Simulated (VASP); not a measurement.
A run of VASP 6.6.1 is set up as follows.

File INCAR:

```
SYSTEM = PtC
PREC     = Accurate       ! precision mode
ENCUT    = 600            ! plane-wave cutoff, eV
EDIFF    = 1E-6           ! SCF threshold, eV
ISMEAR   = 0              ! smearing method
SIGMA    = 0.1            ! smearing width, eV
LREAL    = .False.        ! projectors in reciprocal space
LASPH    = .True.         ! aspherical terms in the spheres
NELM     = 100            ! most SCF steps
ALGO     = Normal         ! electronic algorithm
ISIF     = 3              ! what is computed and relaxed
LWAVE    = .False.        ! write WAVECAR
LCHARG   = .False.        ! write CHGCAR
GGA      = PE             ! functional
IBRION   = 2              ! ionic algorithm
NSW      = 90             ! ionic steps
EDIFFG   = -0.04          ! ionic threshold
```

KPOINTS

```
regular mesh
0
Gamma
  6 6 6
  0 0 0
```

POSCAR

```
PtC
1.0
    2.8598634921      0.0000000000      0.0000000000
    0.0000000000      2.8598634921      0.0000000000
    0.0000000000      0.0000000000      2.8598634921
Pt C
1 1
Direct
    0.0000000000      0.0000000000      0.0000000000
    0.5000000000      0.5000000000      0.5000000000
```

Potentials or basis: VASP PAW PBE potentials, release 64 (Pt, C).

Command:

```bash
$ cat potpaw_PBE.64/Pt/POTCAR potpaw_PBE.64/C/POTCAR > POTCAR
$ mpirun -np 1 vasp_std > vasp.out
```

Q: What does it give for the relaxed cell?

A: a = 2.803 Å, b = 2.803 Å, c = 2.803 Å, α = 90.00°, β = 90.00°, γ = 90.00°.

Q: What does it give for the space group after relaxing (to 0.1 Å)?

A: Pm-3m (No. 221).

The path:
| step | energy change (eV) | largest force (eV/Å) | pressure (GPa) | volume (Å³) |
| --- | --- | --- | --- | --- |
| 1 | 0.0000 | 0.0000 | -12.33 | 23.39 |
| 2 | 0.0350 | 0.0000 | 20.90 | 20.47 |
| 3 | -0.0578 | 0.0000 | -0.22 | 22.02 |

Caveat: the k points lie up to 0.37 Å⁻¹ apart in the final cell, too coarse for converged energies and pressures of a metal.
